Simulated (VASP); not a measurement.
A run of VASP 6.6.1:

POSCAR

```
MgO
1.0
    0.0000000000      2.1232779342      2.1232779342
    2.1232779342      0.0000000000      2.1232779342
    2.1232779342      2.1232779342      0.0000000000
Mg O
1 1
Direct
    0.0000000000      0.0000000000      0.0000000000
    0.5000000000      0.5000000000      0.5000000000
```

Contents of INCAR.step1:

```
SYSTEM = MgO
  PREC = Accurate
  ENCUT = 520
  ISMEAR = 0
  SIGMA = 0.05
  LREAL = .FALSE.
  LASPH = .TRUE.
  NELM = 80
  NBANDS = 11
  GGA = PE
  ALGO = Normal
  EDIFF = 1E-4
  LWAVE = .TRUE.
  LCHARG = .FALSE.
```

The input INCAR.step2:

```
SYSTEM = MgO
  PREC = Accurate
  ENCUT = 520
  EDIFF = 1E-7
  ISMEAR = 0
  SIGMA = 0.05
  LREAL = .FALSE.
  LASPH = .TRUE.
  NELM = 80
  ALGO = Normal
  ISIF = 2
  LWAVE = .FALSE.
  LCHARG = .TRUE.
  METAGGA = R2SCAN
  LMIXTAU = .TRUE.
  IVDW = 12
  LELF = .TRUE.
  LVHAR = .TRUE.
  VDW_S6 = 1.0
  VDW_S8 = 0.78981345
  VDW_A1 = 0.49484001
  VDW_A2 = 5.73083694
  NBANDS = 11
  ISTART = 1
```

File KPOINTS:

```
Automatic mesh
0
G
  10 10 10
  0 0 0
```

Potentials or basis: VASP PAW PBE potentials, release 64 (Mg, O).

Command:

```console
$ cat potpaw_PBE.64/Mg/POTCAR potpaw_PBE.64/O/POTCAR > POTCAR
$ cp INCAR.step1 INCAR
$ mpirun -np 1 vasp_std > vasp.out
$ cp INCAR.step2 INCAR
$ mpirun -np 1 vasp_std > vasp.out
```

Hardware: 1 thread of Intel Xeon 8259CL (shared host).

Q: How long does it take, and how much memory?

A: Wall time 92 s on 1 thread of Intel Xeon 8259CL, on a shared host, peak memory 0.16 GiB. Counts: k points 47.
